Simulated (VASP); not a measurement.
## BaAu3: single point with PBEsol

BaAu3:

```
CELL_PARAMETERS angstrom
4.65667 0.00000 0.00000
0.00000 4.65667 0.00000
0.00000 0.00000 4.65667
ATOMIC_POSITIONS crystal
Ba 0.00000 0.00000 0.00000
Au 0.00000 0.50000 0.50000
Au 0.50000 0.50000 0.00000
Au 0.50000 0.00000 0.50000
```

| Quantity | Value |
| --- | --- |
| Program | VASP 6.6.1 |
| Task | single point |
| Functional | PBEsol |
| Potentials or basis | VASP PAW PBE potentials, release 64 (Ba_sv, Au) |
| Cutoff | 520 eV |
| k mesh | 8 × 8 × 8 |
| Occupations | gaussian, width 0.05 eV |
| Spin | no spin polarisation |

* Pressure: -3.8 GPa

Levels at points of the mesh, in eV from the Fermi level:
```
           k point  band 19  band 20  band 21  band 22  band 23  band 24  band 25  band 26
(0.00, 0.00, 0.00)    -1.96    -1.96     1.30     1.30     2.60     2.60     2.60     6.16
(0.50, 0.00, 0.00)    -2.73    -2.49    -1.96     1.87     1.87     1.97     2.31     4.98
(0.50, 0.50, 0.00)    -2.92    -2.71    -0.52    -0.52    -0.38     2.86     2.86     5.31
(0.50, 0.50, 0.50)    -2.18    -0.12    -0.12    -0.12     0.09     2.09     2.09     2.09
```

Wall time 44 s on 1 thread of Intel(R) Xeon(R) 6975P-C (Granite Rapids), on a shared host, peak memory 0.26 GiB.

Caveat: the PAW data sets were made with another functional, which shifts forces and pressure a little; spin-orbit coupling is left out, which moves the levels of the heavy elements.
